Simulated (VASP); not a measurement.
The system is Se3Br.

```
Se Br
1.0
    -1.90124    1.90124    8.48190
     1.90124   -1.90124    8.48190
     1.90124    1.90124   -8.48190
Se Br
3 1
Direct
  0.25000 0.75000 0.50000
  0.75000 0.25000 0.50000
  0.50000 0.50000 0.00000
  0.00000 0.00000 0.00000
```

Base run:

```yaml
Program: VASP 6.6.1
Functional: PBE
Potentials_or_basis: VASP PAW PBE potentials, release 64 (Se, Br)
Cutoff: 520 eV
k_mesh: 8 × 8 × 8
Occupations: gaussian, width 0.05 eV
Spin: no spin polarisation
```

Its results: band gap on the k mesh zero (an odd number of electrons rules out a gap without spin polarisation); pressure 0.2 GPa.

Question: The run is repeated on the same cell with these changes: k mesh from 8 × 8 × 8 to 2 × 2 × 2; occupations from gaussian, width 0.05 eV to gaussian, width 0.1 eV. What comes out?

Answer: Band gap on the k mesh zero (an odd number of electrons rules out a gap without spin polarisation); pressure 1.3 GPa.

Caveats: some runs use coarse meshes; an odd number of electrons without spin polarisation forces a metal; a magnetic or distorted state may lie lower.
